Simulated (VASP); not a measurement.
A run of VASP 6.6.1:

File INCAR:

```
SYSTEM = Fe
PREC = Accurate ; ENCUT = 520
EDIFF = 1E-6 ; ISMEAR = 0
SIGMA = 0.1 ; LREAL = .False.
LASPH = .True. ; NELM = 150
ALGO = Normal ; ISIF = 2
LWAVE = .False. ; LCHARG = .False.
ISPIN = 2 ; MAGMOM = 2.44
LORBIT = 11 ; LMAXMIX = 4
GGA = PE ; NBANDS = 14
```

The input KPOINTS:

```
Automatic mesh
0
Gamma
  20 20 20
  0 0 0
```

The input POSCAR:

```
Fe
1.0
   -1.4014879628      1.4014879628      1.4014879628
    1.4014879628     -1.4014879628      1.4014879628
    1.4014879628      1.4014879628     -1.4014879628
Fe
1
Direct
    0.0000000000      0.0000000000      0.0000000000
```

Potentials or basis: VASP PAW PBE potentials, release 64 (Fe).

The run is started by

```console
$ cat potpaw_PBE.64/Fe/POTCAR > POTCAR
$ mpirun -np 1 vasp_std > vasp.out
```

Hardware: 1 thread of Intel Xeon 8259CL (shared host).

Q: Estimate the wall time of this run.

A: Wall time 100 s on 1 thread of Intel Xeon 8259CL (shared host), peak memory 0.17 GiB. Counts: scf iterations 12, k points 256.
